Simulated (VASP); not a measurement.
# C (Fd-3m) in VASP: single point with PBEsol

Aim: the single point of C with PBEsol.

All numbers are computed with VASP 6.6.1; they aren't measurements. Logs are shortened: lines on timing, memory, paths and dates and some standing lists are left out, and cuts for length are marked.

### 1 The cell of the first run

It takes space group Fd-3m (No. 227, cubic). Conventional cell: a = 3.560 Å, b = 3.560 Å, c = 3.560 Å, α = 90.00°, β = 90.00°, γ = 90.00°. Within 2.1 Å of C (site symmetry -43m) lie 4 C at 1.54 Å.

### 2 Single point, PBEsol

INCAR

```
ALGO = Normal
EDIFF = 1E-6
ENCUT = 600
GGA = PS
GGA_COMPAT = F
ISIF = 2
ISMEAR = 0
LASPH = T
LCHARG = T
LELF = T
LREAL = F
LVHAR = T
LWAVE = F
NBANDS = 11
NELM = 120
PREC = Accurate
SIGMA = 0.1
```

KPOINTS

```
k-points
0
Gamma
  8 8 8
```

POSCAR

```
C
1.0
    0.0000000000      1.7800000000      1.7800000000
    1.7800000000      0.0000000000      1.7800000000
    1.7800000000      1.7800000000      0.0000000000
C
2
Direct
    0.0000000000      0.0000000000      0.0000000000
    0.2500000000      0.2500000000      0.2500000000
```

Potentials or basis: VASP PAW PBE potentials, release 64 (C).

Started as:

```console
> cat potpaw_PBE.64/C/POTCAR > POTCAR
> mpirun -np 1 vasp_std > vasp.out
```

OUTCAR:

```text
EDIFF = 1E-6
   ENCUT = 600
   GGA = PS
   ISIF = 2
   ISMEAR = 0
   LASPH = T
   LREAL = F
   NELM = 120
   PREC = Accurate

 ion  position               nearest neighbor table
   1  0.000  0.000  0.000-   2 1.54   2 1.54   2 1.54   2 1.54
   2  0.250  0.250  0.250-   1 1.54   1 1.54   1 1.54   1 1.54

  LATTYP: Found a face centered cubic cell.
 ALAT       =     3.5600000000

  Lattice vectors:

 A1 = (   0.0000000000,   1.7800000000,   1.7800000000)
 A2 = (   1.7800000000,   0.0000000000,   1.7800000000)
 A3 = (   1.7800000000,   1.7800000000,   0.0000000000)

Analysis of symmetry for initial positions (statically):
=====================================================================
 Subroutine PRICEL returns:
 Original cell was already a primitive cell.

 Routine SETGRP: Setting up the symmetry group for a
 face centered cubic supercell.

 Subroutine GETGRP returns: Found 48 space group operations
 (whereof 24 operations were pure point group operations)
 out of a pool of 48 trial point group operations.

The static configuration has the point symmetry T_d .
 The point group associated with its full space group is O_h .

Analysis of symmetry for dynamics (positions and initial velocities):
=====================================================================
 Subroutine PRICEL returns:
 Original cell was already a primitive cell.

 Routine SETGRP: Setting up the symmetry group for a
 face centered cubic supercell.

 Subroutine GETGRP returns: Found 48 space group operations
 (whereof 24 operations were pure point group operations)
 out of a pool of 48 trial point group operations.

The dynamic configuration has the point symmetry T_d .
 The point group associated with its full space group is O_h .

 Subroutine INISYM returns: Found 48 space group operations
 (whereof 24 operations are pure point group operations),
 and found     1 'primitive' translations

----------------------------------------------------------------------------------------

                                     Primitive cell

  volume of cell :      11.2795

  direct lattice vectors                    reciprocal lattice vectors
     0.000000000  1.780000000  1.780000000    -0.280898876  0.280898876  0.280898876
     1.780000000  0.000000000  1.780000000     0.280898876 -0.280898876  0.280898876
     1.780000000  1.780000000  0.000000000     0.280898876  0.280898876 -0.280898876

  length of vectors
     2.517300141  2.517300141  2.517300141     0.486531126  0.486531126  0.486531126

  position of ions in fractional coordinates (direct lattice)
     0.000000000  0.000000000  0.000000000
     0.250000000  0.250000000  0.250000000

  ion indices of the primitive-cell ions
   primitive index   ion index
                 1           1
                 2           2

----------------------------------------------------------------------------------------

 KPOINTS: k-points

Automatic generation of k-mesh.
 Grid dimensions read from file:
 generate k-points for:    8    8    8

 Generating k-lattice:

  Cartesian coordinates                     Fractional coordinates (reciprocal lattice)
    -0.035112360  0.035112360  0.035112360     0.125000000  0.000000000  0.000000000
     0.035112360 -0.035112360  0.035112360     0.000000000  0.125000000  0.000000000
     0.035112360  0.035112360 -0.035112360     0.000000000  0.000000000  0.125000000

  Length of vectors
     0.060816391  0.060816391  0.060816391

  Shift w.r.t. Gamma in fractional coordinates (k-lattice)
     0.000000000  0.000000000  0.000000000

 Subroutine IBZKPT returns following result:
 ===========================================

 Found     29 irreducible k-points:

 Following reciprocal coordinates:
            Coordinates               Weight
  0.000000  0.000000  0.000000      1.000000
  0.125000  0.000000  0.000000      8.000000
  0.250000  0.000000  0.000000      8.000000
  0.375000  0.000000  0.000000      8.000000
  0.500000  0.000000  0.000000      4.000000
  0.125000  0.125000  0.000000      6.000000
[... 16 lines left out ...]
  0.500000  0.250000  0.125000     48.000000
 -0.375000  0.250000  0.125000     24.000000
 [... further k-points ...]
   k-points           NKPTS =     29   k-points in BZ     NKDIM =     29   number of bands    NBANDS=     11
   number of dos      NEDOS =    301   number of ions     NIONS =      2
   total plane-waves  NPLWV =   8000
   dimension x,y,z NGX =    20 NGY =   20 NGZ =   20
   dimension x,y,z NGXF=    40 NGYF=   40 NGZF=   40
   ions per type =               2
   NGX,Y,Z   is equivalent  to a cutoff of  13.21, 13.21, 13.21 a.u.
   NGXF,Y,Z  is equivalent  to a cutoff of  26.42, 26.42, 26.42 a.u.
 SYSTEM =  unknown system
   PREC   = accura    normal or accurate (medium, high low for compatibility)
   ISTART =      0    job   : 0-new  1-cont  2-samecut
   ICHARG =      2    charge: 1-file 2-atom 10-const
   ISPIN  =      1    spin polarized calculation?
   LNONCOLLINEAR =      F non collinear calculations
   LSORBIT =      F    spin-orbit coupling
   LASPH  =      T    aspherical Exc in radial PAW
   ENCUT  =  600.0 eV  44.10 Ry    6.64 a.u.   5.03  5.03  5.03*2*pi/ulx,y,z
   NELM   =    120;   NELMIN=  2; NELMDL= -5     # of ELM steps
   EDIFF  = 0.1E-05   stopping-criterion for ELM
   LREAL  =      F    real-space projection
   EDIFFG = 0.1E-04   stopping-criterion for IOM
   NSW    =      0    number of steps for IOM
   IBRION =     -1    ionic relax: 0-MD 1-quasi-New 2-CG
   NFREE  =      0    steps in history (QN), initial steepest desc. (CG)
   ISIF   =      2    stress and relaxation
   ISYM   =      2    0-nonsym 1-usesym 2-fastsym
   POTIM  = 0.5000    time-step for ionic-motion
   TEBEG  =    0.0;   TEEND  =   0.0 temperature during run
   PSTRESS=    0.0 pullay stress
   NELECT =       8.0000    total number of electrons
   NUPDOWN=      -1.0000    fix difference up-down
   EMIN   =  10.00;   EMAX   =-10.00  energy-range for DOS
   EFERMI =   0.00;   METHOD = LEGACY
   ISMEAR =     0;   SIGMA  =   0.10  broadening in eV -4-tet -1-fermi 0-gaus
   EFERMI_NEDOS =   21; number of points for ismear=-14 and -15
   IALGO  =     38    algorithm
   IMIX   =      4    mixing-type and parameters
     AMIX     =   0.40;   BMIX     =  1.00
     AMIX_MAG =   1.60;   BMIX_MAG =  1.00
  volume/ion in A,a.u.               =       5.64        38.06
  Fermi-wavevector in a.u.,A,eV,Ry     =   1.459962  2.758928 29.000661  2.131488
  Thomas-Fermi vector in A             =   2.576467
   LORBIT       =      0    0 simple, 1 ext, 2 COOP (PROOUT), +10 PAW based schemes
   GGA     = PS    functional components
   LHFCALC =     F    Hartree Fock is set to
   AEXX    =    0.0000 exact exchange contribution
   IVDW    =     0    specifies the selected vdW correction
   LEPSILON=     F    determine dielectric tensor
   LRPA    =     F    only Hartree local field effects (RPA)
 non-spin polarized calculation
 Gauss-broadening in eV      SIGMA  =   0.10
  energy-cutoff  :      600.00
  volume of cell :       11.28
 maximum number of plane-waves:       388
   NGX =  9   NGY =  9   NGZ =  9

 number of electron       7.9999999 magnetization

 Free energy of the ion-electron system (eV)
  ---------------------------------------------------
  ext. energy  EPLUGINS =         0.00000000
  ---------------------------------------------------
  free energy    TOTEN  =       -19.25332076 eV

  energy without entropy =      -19.25332076  energy(sigma->0) =      -19.25332076

 E-fermi :  10.3481     XC(G=0): -13.4607

 val. band max:        9.7907349476   @ k =   0.0000   0.0000   0.0000
 cond. band min:      13.8081821938   @ k =   0.3750   0.3750   0.0000
 fundamental gap:      4.0174472461
 Fermi energy:        10.3481484390

 k-point     1 :       0.0000    0.0000    0.0000
  band No.  band energies     occupation
      1     -11.8071      2.00000
      2       9.7907      2.00000
      3       9.7907      2.00000
      4       9.7907      2.00000
      5      15.3457      0.00000
      6      15.3457      0.00000
      7      15.3457      0.00000
      8      23.2884      0.00000
      9      28.8220      0.00000
     10      36.3221      0.00000
     11      36.3221      0.00000

 k-point     2 :       0.1250    0.0000    0.0000
  band No.  band energies     occupation
      1     -11.3723      2.00000
      2       7.3501      2.00000
      3       9.1288      2.00000
      4       9.1288      2.00000
      5      16.2142      0.00000
      6      16.2142      0.00000
      7      16.6519      0.00000
      8      23.6218      0.00000
      9      29.4855      0.00000
     10      33.1432      0.00000
     11      33.1432      0.00000

 k-point     3 :       0.2500    0.0000    0.0000
  band No.  band energies     occupation
      1     -10.0802      2.00000
      2       3.1403      2.00000
      3       8.0252      2.00000
      4       8.0252      2.00000
      5      17.5570      0.00000
      6      17.5570      0.00000
      7      17.9573      0.00000
      8      24.4562      0.00000
      9      30.2806      0.00000
     10      32.0551      0.00000
     11      32.0551      0.00000

 k-point     4 :       0.3750    0.0000    0.0000
  band No.  band energies     occupation
      1      -7.9943      2.00000
      2      -0.9769      2.00000
      3       7.2383      2.00000
      4       7.2383      2.00000
      5      18.1349      0.00000
      6      18.1349      0.00000
      7      18.5433      0.00000
      8      25.1542      0.00000
      9      30.7786      0.00000
     10      33.6893      0.00000
     11      33.6893      0.00000

 k-point     5 :       0.5000    0.0000    0.0000
  band No.  band energies     occupation
      1      -5.9434      2.00000
      2      -3.7389      2.00000
      3       6.9649      2.00000
      4       6.9649      2.00000
      5      18.1979      0.00000
      6      18.1979      0.00000
      7      18.7070      0.00000
      8      25.3298      0.00000
      9      31.5142      0.00000
     10      33.8751      0.00000
     11      35.6375      0.00000
[... 211 lines left out ...]
 k-point    21 :       0.5000    0.5000    0.0000
  band No.  band energies     occupation
      1      -3.0264      2.00000
      2      -3.0264      2.00000
      3       3.4182      2.00000
      4       3.4182      2.00000
      5      14.4039      0.00000
      6      14.4039      0.00000
      7      26.6599      0.00000
      8      26.6599      0.00000
      9      32.9686      0.00000
     10      32.9686      0.00000
     11      42.0396      0.00000

 k-point    22 :       0.3750    0.2500    0.1250
  band No.  band energies     occupation
      1      -8.9462      2.00000
      2       3.2537      2.00000
      3       4.2126      2.00000
      4       6.8753      2.00000
      5      16.3115      0.00000
      6      19.8122      0.00000
      7      21.3798      0.00000
      8      21.4839      0.00000
      9      30.4390      0.00000
     10      31.1851      0.00000
     11      35.3736      0.00000

 k-point    23 :       0.5000    0.2500    0.1250
  band No.  band energies     occupation
      1      -6.9004      2.00000
      2      -0.1284      2.00000
      3       3.4509      2.00000
      4       5.6579      2.00000
      5      17.6849      0.00000
      6      19.3810      0.00000
      7      22.2136      0.00000
      8      23.1181      0.00000
      9      29.8168      0.00000
     10      32.0692      0.00000
     11      35.8175      0.00000

 k-point    24 :      -0.3750    0.2500    0.1250
  band No.  band energies     occupation
      1      -4.9286      2.00000
      2      -2.7051      2.00000
      3       3.4258      2.00000
      4       5.0372      2.00000
      5      17.9697      0.00000
      6      19.2350      0.00000
      7      22.9122      0.00000
      8      24.6469      0.00000
      9      27.9331      0.00000
     10      33.6693      0.00000
     11      36.0246      0.00000

 [... further k-points ...]

------------------------ aborting loop because EDIFF is reached ----------------------------------------

  FORCE on cell =-STRESS in cart. coord.  units (eV):
  Direction    XX          YY          ZZ          XY          YZ          ZX
  --------------------------------------------------------------------------------------
  -------------------------------------------------------------------------------------
  Total       -0.1336279     -0.1336279     -0.1336279      0.0000000      0.0000000      0.0000000
  in kB      -18.9809440    -18.9809440    -18.9809440      0.0000000      0.0000000      0.0000000
  external PRESSURE =     -18.9809440 kB  Pullay stress =       0.0000000 kB

 VOLUME and BASIS-vectors are now :
 -----------------------------------------------------------------------------
  energy-cutoff  :      600.00
  volume of cell :       11.28
      direct lattice vectors                 reciprocal lattice vectors
     0.000000000  1.780000000  1.780000000    -0.280898876  0.280898876  0.280898876
     1.780000000  0.000000000  1.780000000     0.280898876 -0.280898876  0.280898876
     1.780000000  1.780000000  0.000000000     0.280898876  0.280898876 -0.280898876

 POSITION                                       TOTAL-FORCE (eV/Angst)
 -----------------------------------------------------------------------------------
      0.00000      0.00000      0.00000        -0.000000      0.000000      0.000000
      0.89000      0.89000      0.89000         0.000000     -0.000000     -0.000000
 -----------------------------------------------------------------------------------
    total drift:                                0.000000      0.000000      0.000000

  FREE ENERGIE OF THE ION-ELECTRON SYSTEM (eV)
  ---------------------------------------------------
  free  energy   TOTEN  =       -19.2533207569 eV

  energy  without entropy=      -19.2533207569  energy(sigma->0) =      -19.25332076
```

Wall time 6.7 s (1 thread of Intel Xeon Platinum 8375C at 2.90GHz (Ice Lake), shared host); peak memory 0.11 GiB.

Results:

* Free energy: -19.2533 eV
* Pressure: -1.9 GPa
* Band gap on the k mesh: 4.02 eV, indirect (least direct gap 5.55 eV)

Caveat: the PAW data sets were made with another functional, which shifts forces and pressure a little.
